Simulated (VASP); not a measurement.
# CuO (P4_2/mmc) in VASP: notebook

CuO is run at these levels: PBEsol, LDA, PBE+U; tasks: relaxation of cell and atoms.

Everything below comes from runs of VASP 6.6.1. Logs are shortened: lines on timing, memory, paths and dates and some standing lists are left out, and cuts for length are marked.

## Step 1: The cell of the first run

The structure is tetragonal, space group P4_2/mmc (No. 131). The conventional cell has a = 3.422 Å, b = 3.422 Å, c = 4.260 Å, α = 90.00°, β = 90.00°, γ = 90.00°. Cu (site symmetry mmm) has 4 O at 2.02 Å within 2.7 Å. Within 2.7 Å of O (site symmetry -4m2) lie 4 Cu at 2.02 Å and 2 O at 2.13 Å.

## Step 2: Relaxation of cell and atoms, PBEsol

INCAR

```
SYSTEM = CuO
ALGO = Normal
EDIFF = 1E-7
EDIFFG = -0.005
ENCUT = 600
GGA = PS
IBRION = 2
ISIF = 3
ISMEAR = -1
LASPH = .True.
LCHARG = .False.
LREAL = .False.
LWAVE = .False.
NELM = 100
NSW = 80
PREC = Accurate
SIGMA = 0.05
```

KPOINTS

```
k-points
0
Gamma
  6 6 5
  0 0 0
```

POSCAR

```
CuO
1.0
    3.4220509700      0.0000000000      0.0000000000
    0.0000000000      3.4220509700      0.0000000000
    0.0000000000      0.0000000000      4.2604614800
Cu O
2 2
Direct
    0.0000000000      0.5000000000      0.0000000000
    0.5000000000      0.0000000000      0.5000000000
    0.0000000000      0.0000000000      0.2500000000
    0.0000000000      0.0000000000      0.7500000000
```

Potentials or basis: VASP PAW PBE potentials, release 64 (Cu, O).

Started as:

```bash
> cat potpaw_PBE.64/Cu/POTCAR potpaw_PBE.64/O/POTCAR > POTCAR
> mpirun -np 1 vasp_std > vasp.out
```

OUTCAR:

```text
SYSTEM = CuO
   EDIFF = 1E-7
   EDIFFG = -0.005
   ENCUT = 600
   GGA = PS
   IBRION = 2
   ISIF = 3
   ISMEAR = -1
   LASPH = .True.
   LREAL = .False.
   NELM = 100
   NSW = 80
   PREC = Accurate

 ion  position               nearest neighbor table
   1  0.000  0.500  0.000-   3 2.02   4 2.02   3 2.02   4 2.02
   2  0.500  0.000  0.500-   3 2.02   4 2.02   3 2.02   4 2.02
   3  0.000  0.000  0.250-   1 2.02   2 2.02   1 2.02   2 2.02
   4  0.000  0.000  0.750-   1 2.02   2 2.02   1 2.02   2 2.02

  LATTYP: Found a simple tetragonal cell.
 ALAT       =     3.4220509700
 C/A-ratio  =     1.2450023443

  Lattice vectors:

 A1 = (   3.4220509700,   0.0000000000,   0.0000000000)
 A2 = (   0.0000000000,   3.4220509700,   0.0000000000)
 A3 = (   0.0000000000,   0.0000000000,   4.2604614800)

Analysis of symmetry for initial positions (statically):
=====================================================================
 Subroutine PRICEL returns:
 Original cell was already a primitive cell.

 Routine SETGRP: Setting up the symmetry group for a
 simple tetragonal supercell.

 Subroutine GETGRP returns: Found 16 space group operations
 (whereof  8 operations were pure point group operations)
 out of a pool of 16 trial point group operations.

The static configuration has the point symmetry D_2h.
 The point group associated with its full space group is D_4h.

Analysis of symmetry for dynamics (positions and initial velocities):
=====================================================================
 Subroutine PRICEL returns:
 Original cell was already a primitive cell.

 Routine SETGRP: Setting up the symmetry group for a
 simple tetragonal supercell.

 Subroutine GETGRP returns: Found 16 space group operations
 (whereof  8 operations were pure point group operations)
 out of a pool of 16 trial point group operations.

The dynamic configuration has the point symmetry D_2h.
 The point group associated with its full space group is D_4h.

 Subroutine INISYM returns: Found 16 space group operations
 (whereof  8 operations are pure point group operations),
 and found     1 'primitive' translations

----------------------------------------------------------------------------------------

                                     Primitive cell

  volume of cell :      49.8918

  direct lattice vectors                    reciprocal lattice vectors
     3.422050970  0.000000000  0.000000000     0.292222415  0.000000000  0.000000000
     0.000000000  3.422050970  0.000000000     0.000000000  0.292222415  0.000000000
     0.000000000  0.000000000  4.260461480     0.000000000  0.000000000  0.234716358

  length of vectors
     3.422050970  3.422050970  4.260461480     0.292222415  0.292222415  0.234716358

  position of ions in fractional coordinates (direct lattice)
     0.000000000  0.500000000  0.000000000
     0.500000000  0.000000000  0.500000000
     0.000000000  0.000000000  0.250000000
     0.000000000  0.000000000  0.750000000

  ion indices of the primitive-cell ions
   primitive index   ion index
                 1           1
                 2           2
                 3           3
                 4           4

----------------------------------------------------------------------------------------

 KPOINTS: k-points

Automatic generation of k-mesh.
 Grid dimensions read from file:
 generate k-points for:    6    6    5

 Generating k-lattice:

  Cartesian coordinates                     Fractional coordinates (reciprocal lattice)
     0.048703736  0.000000000  0.000000000     0.166666667  0.000000000  0.000000000
     0.000000000  0.048703736  0.000000000     0.000000000  0.166666667  0.000000000
     0.000000000  0.000000000  0.046943272     0.000000000  0.000000000  0.200000000

  Length of vectors
     0.048703736  0.048703736  0.046943272

  Shift w.r.t. Gamma in fractional coordinates (k-lattice)
     0.000000000  0.000000000  0.000000000

 Subroutine IBZKPT returns following result:
 ===========================================

 Found     30 irreducible k-points:

 Following reciprocal coordinates:
            Coordinates               Weight
  0.000000  0.000000  0.000000      1.000000
  0.166667  0.000000  0.000000      4.000000
  0.333333  0.000000  0.000000      4.000000
  0.500000  0.000000  0.000000      2.000000
  0.166667  0.166667  0.000000      4.000000
  0.333333  0.166667  0.000000      8.000000
[... 16 lines left out ...]
  0.333333  0.000000  0.400000      8.000000
  0.500000  0.000000  0.400000      4.000000
 [... further k-points ...]
   k-points           NKPTS =     30   k-points in BZ     NKDIM =     30   number of bands    NBANDS=     21
   number of dos      NEDOS =    301   number of ions     NIONS =      4
   total plane-waves  NPLWV =  28224
   dimension x,y,z NGX =    28 NGY =   28 NGZ =   36
   dimension x,y,z NGXF=    56 NGYF=   56 NGZF=   72
   ions per type =               2   2
[... 17 lines left out ...]
   NFREE  =      1    steps in history (QN), initial steepest desc. (CG)
   ISIF   =      3    stress and relaxation
   ISYM   =      2    0-nonsym 1-usesym 2-fastsym
   POTIM  = 0.5000    time-step for ionic-motion
   TEBEG  =    0.0;   TEEND  =   0.0 temperature during run
   PSTRESS=    0.0 pullay stress
   NELECT =      34.0000    total number of electrons
   NUPDOWN=      -1.0000    fix difference up-down
   EMIN   =  10.00;   EMAX   =-10.00  energy-range for DOS
   EFERMI =   0.00;   METHOD = LEGACY
   ISMEAR =    -1;   SIGMA  =   0.05  broadening in eV -4-tet -1-fermi 0-gaus
   EFERMI_NEDOS =   21; number of points for ismear=-14 and -15
   IALGO  =     38    algorithm
   IMIX   =      4    mixing-type and parameters
     AMIX     =   0.40;   BMIX     =  1.00
     AMIX_MAG =   1.60;   BMIX_MAG =  1.00
  volume/ion in A,a.u.               =      12.47        84.17
  Fermi-wavevector in a.u.,A,eV,Ry     =   1.440648  2.722430 28.238446  2.075467
  Thomas-Fermi vector in A             =   2.559369
   LORBIT       =      0    0 simple, 1 ext, 2 COOP (PROOUT), +10 PAW based schemes
   GGA     = PS    functional components
   LHFCALC =     F    Hartree Fock is set to
   AEXX    =    0.0000 exact exchange contribution
   IVDW    =     0    specifies the selected vdW correction
   LEPSILON=     F    determine dielectric tensor
   LRPA    =     F    only Hartree local field effects (RPA)
 conjugate gradient relaxation of ions
 non-spin polarized calculation
  energy-cutoff  :      600.00
  volume of cell :       49.89
 maximum number of plane-waves:      1686
 NGX is ok and might be reduce to    28
   NGX = 13   NGY = 13   NGZ = 17

--------------------------------------- Ionic step        1  -------------------------------------------

 number of electron      34.0000002 magnetization

 Free energy of the ion-electron system (eV)
  ---------------------------------------------------
  ext. energy  EPLUGINS =         0.00000000
  ---------------------------------------------------
  free energy    TOTEN  =       -19.88307583 eV

  energy without entropy =      -19.86454838  energy(sigma->0) =      -19.87381210

 E-fermi :   3.7965     XC(G=0): -10.8980

 val. band max:        3.7473380786   @ k =   0.3333   0.1667   0.0000
 cond. band min:       3.8376640393   @ k =   0.5000   0.1667   0.4000
 fundamental gap:      0.0903259607
 Fermi energy:         3.7965459177

 k-point     1 :       0.0000    0.0000    0.0000
  band No.  band energies     occupation
      1     -16.1862      2.00000
      2     -13.3499      2.00000
      3      -4.1366      2.00000
      4      -1.4038      2.00000
      5      -1.4038      2.00000
      6      -0.8951      2.00000
[... 550 lines left out ...]
      5      -1.5435      2.00000
      6      -1.3148      2.00000
[... 13 lines left out ...]
     20       9.0266      0.00000
     21       9.1329      0.00000

 [... further k-points ...]

------------------------ aborting loop because EDIFF is reached ----------------------------------------

  FORCE on cell =-STRESS in cart. coord.  units (eV):
  Direction    XX          YY          ZZ          XY          YZ          ZX
  --------------------------------------------------------------------------------------
  -------------------------------------------------------------------------------------
  Total       -6.2416797     -6.2416797      4.4694192     -0.0000000      0.0000000      0.0000000
  in kB     -200.4391116   -200.4391116    143.5264969     -0.0000000      0.0000000      0.0000000
  external PRESSURE =     -85.7839088 kB  Pullay stress =       0.0000000 kB
[... 289 lines left out ...]
  energy  without entropy=      -21.4783204869  energy(sigma->0) =      -21.48766276

--------------------------------------- Ionic step        9  -------------------------------------------

 number of electron      34.0000039 magnetization

 Free energy of the ion-electron system (eV)
  ---------------------------------------------------
  ext. energy  EPLUGINS =         0.00000000
  ---------------------------------------------------
  free energy    TOTEN  =       -21.49757802 eV

  energy without entropy =      -21.47922900  energy(sigma->0) =      -21.48840351

 E-fermi :   5.1648     XC(G=0): -11.7846

 val. band max:        5.1220582629   @ k =   0.5000   0.3333   0.4000
 cond. band min:       5.1907745951   @ k =   0.1667   0.1667   0.0000
 fundamental gap:      0.0687163321
 Fermi energy:         5.1648345046

 k-point     1 :       0.0000    0.0000    0.0000
  band No.  band energies     occupation
      1     -14.8804      2.00000
      2     -13.4424      2.00000
      3      -3.3507      2.00000
      4      -0.5339      2.00000
      5      -0.5339      2.00000
      6       1.2213      2.00000
[... 550 lines left out ...]
      5      -1.0239      2.00000
      6      -0.5187      2.00000
[... 13 lines left out ...]
     20      11.1221      0.00000
     21      13.0637      0.00000

 [... further k-points ...]

------------------------ aborting loop because EDIFF is reached ----------------------------------------

  FORCE on cell =-STRESS in cart. coord.  units (eV):
  Direction    XX          YY          ZZ          XY          YZ          ZX
  --------------------------------------------------------------------------------------
  -------------------------------------------------------------------------------------
  Total        0.0078243      0.0078243      0.0084259      0.0000000      0.0000000      0.0000000
  in kB        0.2928400      0.2928400      0.3153554      0.0000000      0.0000000      0.0000000
  external PRESSURE =       0.3003451 kB  Pullay stress =       0.0000000 kB
[... 19 lines left out ...]
  FREE ENERGIE OF THE ION-ELECTRON SYSTEM (eV)
  ---------------------------------------------------
  free  energy   TOTEN  =       -21.4975780171 eV

  energy  without entropy=      -21.4792290009  energy(sigma->0) =      -21.48840351

 reached required accuracy - stopping structural energy minimisation
```

It took 2.1 min on 1 thread of Intel Xeon 6975P-C (Granite Rapids), shared host; peak memory 0.19 GiB.

What came out:

* Free energy: -21.4976 eV
* Relaxed volume: 10.70 Å³/atom
* Relaxed cell: a = 2.901 Å, b = 2.901 Å, c = 5.087 Å, α = 90.00°, β = 90.00°, γ = 90.00°
* Space group after relaxing (to 0.1 Å): P4_2/mmc (No. 131)
* Energy gained by relaxing: 403.6 meV/atom
* Ionic steps: 9
* Pressure after relaxing: 0.0 GPa
* Band gap on the k mesh: zero (bands 17 and 18 overlap by 0.93 eV)

Step by step:
```csv
step,energy change (eV),largest force (eV/Å),pressure (GPa),volume (Å³)
1,0.0000,0.0000,-8.58,49.89
2,-1.0111,0.0000,0.29,44.96
3,-1.3392,0.0000,12.75,41.26
4,-1.3370,0.0000,17.92,40.11
5,-1.5768,0.0000,-2.87,42.90
6,-1.6089,0.0000,2.09,42.17
7,-1.6089,0.0000,1.72,42.21
8,-1.6139,0.0000,0.57,42.62
9,-1.6145,0.0000,0.03,42.81
```

Final structure:
```
CELL_PARAMETERS angstrom
2.90103 0.00000 0.00000
0.00000 2.90103 0.00000
0.00000 0.00000 5.08651
ATOMIC_POSITIONS crystal
Cu 0.00000 0.50000 0.00000
Cu 0.50000 0.00000 0.50000
O 0.00000 0.00000 0.25000
O 0.00000 0.00000 0.75000
```

Caveat: a cell axis changed by over 15 % at a fixed basis, so the end point is rough; the PAW data sets were made with another functional, which shifts forces and pressure a little; semilocal functionals often make such compounds metallic where correlation or magnetic order opens a gap, which also shifts bond lengths. With open d or f shells a metallic result of PBEsol can be an artefact of self-interaction; +U or a hybrid may open a gap.

## Step 3: Relaxation of cell and atoms, LDA

INCAR

```
SYSTEM = CuO
PREC     = Accurate       ! precision mode
ENCUT    = 600            ! plane-wave cutoff, eV
EDIFF    = 1E-7           ! SCF threshold, eV
ISMEAR   = -1             ! smearing method
SIGMA    = 0.05           ! smearing width, eV
LREAL    = .False.        ! projectors in reciprocal space
LASPH    = .True.         ! aspherical terms in the spheres
NELM     = 100            ! most SCF steps
ALGO     = Normal         ! electronic algorithm
ISIF     = 3              ! what is computed and relaxed
LWAVE    = .False.        ! write WAVECAR
LCHARG   = .False.        ! write CHGCAR
GGA      = CA             ! functional
IBRION   = 2              ! ionic algorithm
NSW      = 80             ! ionic steps
EDIFFG   = -0.005         ! ionic threshold
```

KPOINTS

```
Automatic mesh
0
Gamma
  6 6 5
  0 0 0
```

POSCAR is that of step 2.

Potentials or basis: VASP PAW LDA potentials, release 64 (Cu, O).

Started as:

```bash
> cat potpaw_LDA.64/Cu/POTCAR potpaw_LDA.64/O/POTCAR > POTCAR
> mpirun -np 1 vasp_std > vasp.out
```

Wall time 90 s (1 thread of Intel Xeon 6975P-C (Granite Rapids), shared host); peak memory 0.18 GiB.

Results (log left out):

| Quantity | Value |
| --- | --- |
| Free energy | -23.3506 eV |
| Relaxed volume | 10.32 Å³/atom |
| Relaxed cell | a = 2.860 Å, b = 2.860 Å, c = 5.045 Å, α = 90.00°, β = 90.00°, γ = 90.00° |
| Space group after relaxing (to 0.1 Å) | P4_2/mmc (No. 131) |
| Energy gained by relaxing | 457.8 meV/atom |
| Ionic steps | 7 |
| Pressure after relaxing | 0.0 GPa |
| Band gap on the k mesh | zero (bands 17 and 18 overlap by 0.97 eV) |

The path:
| step | energy change (eV) | largest force (eV/Å) | pressure (GPa) | volume (Å³) |
| --- | --- | --- | --- | --- |
| 1 | 0.0000 | 0.0000 | -13.55 | 49.89 |
| 2 | -1.1830 | 0.0000 | 4.49 | 42.41 |
| 3 | -1.3043 | 0.0000 | 16.03 | 39.91 |
| 4 | -1.8257 | 0.0000 | 1.85 | 41.07 |
| 5 | -1.8307 | 0.0000 | -0.11 | 41.20 |
| 6 | -1.8312 | 0.0000 | 0.33 | 41.17 |
| 7 | -1.8314 | 0.0000 | -0.02 | 41.27 |

Final structure:
```yaml
crystal:
  lattice:
    - [2.86026, 0.00000, 0.00000]
    - [0.00000, 2.86026, 0.00000]
    - [0.00000, 0.00000, 5.04468]
  atoms:
    - { symbol: Cu, position: [0.00000, 0.50000, 0.00000] }
    - { symbol: Cu, position: [0.50000, 0.00000, 0.50000] }
    - { symbol: O, position: [0.00000, 0.00000, 0.25000] }
    - { symbol: O, position: [0.00000, 0.00000, 0.75000] }
```

Levels at points of the mesh, in eV from the Fermi level:
| k point | band 15 | band 16 | band 17 | band 18 | band 19 | band 20 |
| --- | --- | --- | --- | --- | --- | --- |
| (0.00, 0.00, 0.00) | -2.51 | -2.09 | 0.72 | 0.72 | 1.64 | 6.14 |
| (0.50, 0.00, 0.00) | -1.72 | -1.63 | 0.24 | 0.48 | 3.43 | 6.07 |
| (0.50, 0.50, 0.00) | -1.68 | -1.28 | -1.28 | 1.22 | 1.77 | 7.13 |

Caveat: the volume moved by over 15 % at a fixed basis, so the end points are rough; semilocal functionals often make such compounds metallic where correlation or magnetic order opens a gap, which also shifts bond lengths. With open d or f shells a metallic result of LDA can be an artefact of self-interaction; +U or a hybrid may open a gap.

## Step 4: Relaxation of cell and atoms, PBE+U

INCAR

```
PREC = Accurate ; ENCUT = 600
EDIFF = 1E-6 ; ISMEAR = -1
SIGMA = 0.05 ; LREAL = False
LASPH = True ; NELM = 150
ALGO = Normal ; ISIF = 3
LWAVE = False ; LCHARG = False
LMAXMIX = 4 ; LDAU = True
LDAUTYPE = 2 ; LDAUL = 2 -1
LDAUU = 4.5 0 ; LDAUJ = 0 0
LDAUPRINT = 1 ; GGA = PE
IBRION = 2 ; NSW = 60
EDIFFG = -0.01
```

KPOINTS

```
regular mesh
0
Gamma
  8 8 6
```

POSCAR is that of step 3.

Potentials or basis: VASP PAW PBE potentials, release 64 (Cu, O).

Started as:

```bash
> cat potpaw_PBE.64/Cu/POTCAR potpaw_PBE.64/O/POTCAR > POTCAR
> mpirun -np 1 vasp_std > vasp.out
```

Run time: 8.6 min. Hardware: 1 thread of Oxide Virtual Turin-like, shared host; peak memory 0.18 GiB.

Results (log left out):

```yaml
Free_energy: -16.6745 eV
Relaxed_volume: 11.03 Å³/atom
Relaxed_cell: a = 2.932 Å, b = 2.932 Å, c = 5.133 Å, α = 90.00°, β = 90.00°, γ = 90.00°
Space_group_after_relaxing_to_0.1_Å: P4_2/mmc (No. 131)
Energy_gained_by_relaxing: 352.2 meV/atom
Ionic_steps: 9
Pressure_after_relaxing: 0.1 GPa
Band_gap_on_the_k_mesh: zero (bands 17 and 18 overlap by 1.23 eV)
```

The path:
| step | energy change (eV) | largest force (eV/Å) | pressure (GPa) | volume (Å³) |
| --- | --- | --- | --- | --- |
| 1 | 0.0000 | 0.0000 | -3.32 | 49.89 |
| 2 | -0.7578 | 0.0000 | -2.67 | 47.82 |
| 3 | -1.3906 | 0.0000 | 3.22 | 43.57 |
| 4 | -1.3920 | 0.0000 | 4.44 | 42.90 |
| 5 | -1.3812 | 0.0000 | -4.55 | 45.32 |
| 6 | -1.4072 | 0.0000 | 0.24 | 43.93 |
| 7 | -1.4072 | 0.0000 | 0.40 | 43.91 |
| 8 | -1.4085 | 0.0000 | 0.20 | 44.05 |
| 9 | -1.4087 | 0.0000 | 0.10 | 44.13 |

Final structure:
```xyz
4
Lattice="2.9321 0.0000 0.0000 0.0000 2.9321 0.0000 0.0000 0.0000 5.1332" Properties=species:S:1:pos:R:3 pbc="T T T"
Cu    0.0000    1.4661    0.0000
Cu    1.4661    0.0000    2.5666
O     0.0000    0.0000    1.2833
O     0.0000    0.0000    3.8499
```

Levels at points of the mesh, in eV from the Fermi level:
| k point | band 15 | band 16 | band 17 | band 18 | band 19 | band 20 |
| --- | --- | --- | --- | --- | --- | --- |
| (0.00, 0.00, 0.00) | -2.61 | -2.18 | 0.67 | 0.67 | 1.59 | 6.54 |
| (0.50, 0.00, 0.00) | -2.25 | -1.82 | 0.28 | 0.52 | 4.21 | 6.14 |
| (0.50, 0.50, 0.00) | -1.80 | -1.79 | -1.79 | 1.20 | 2.61 | 7.75 |
| (0.00, 0.00, 0.50) | -1.93 | -1.93 | 0.15 | 0.15 | 3.69 | 3.69 |
| (0.50, 0.00, 0.50) | -2.61 | -2.53 | -0.27 | 0.65 | 4.76 | 6.16 |
| (0.50, 0.50, 0.50) | -2.05 | -2.05 | -0.53 | -0.53 | 4.41 | 4.41 |

Eigenvalues of the final occupation matrices:
```
    site  spin  trace               eigenvalues
site 1 d     1   4.64  0.80 0.94 0.96 0.96 0.98
site 1 d     2   4.64  0.80 0.94 0.96 0.96 0.98
site 2 d     1   4.64  0.80 0.94 0.96 0.96 0.98
site 2 d     2   4.64  0.80 0.94 0.96 0.96 0.98
```

Caveat: a cell axis changed by over 15 % at a fixed basis, so the end point is rough; U without spin polarisation on a metal has little footing.

## Step 5: The runs side by side

```tsv
level	potentials or basis	U	k mesh	gap on the mesh (eV)	pressure (GPa)	relaxed volume (Å³/atom)
PBEsol	VASP PAW PBE potentials, release 64 (Cu, O)	-	6 × 6 × 5	none	0.0	10.70
LDA	VASP PAW LDA potentials, release 64 (Cu, O)	-	6 × 6 × 5	none	0.0	10.32
PBE+U	VASP PAW PBE potentials, release 64 (Cu, O)	Cu d U = 4.5 eV	8 × 8 × 6	none	0.1	11.03
```

Alike in all rows: task relaxation of cell and atoms; no spin polarisation; cell relaxed; cutoff (eV) 600; smearing fermi-dirac 0.05 eV.

Caveats: a cell axis changed by over 15 % at a fixed basis, so the end point is rough (at least some runs); semilocal functionals often make such compounds metallic where correlation or magnetic order opens a gap, which also shifts bond lengths (at least some runs); the PAW data sets were made with another functional, which shifts forces and pressure a little (at least some runs); the volume moved by over 15 % at a fixed basis, so the end points are rough (at least some runs); U without spin polarisation on a metal has little footing (at least some runs).

Absolute energies hang on the potentials; compare differences alone.

The gap in the log of VASP goes by the Fermi energy; the results here count the filled bands.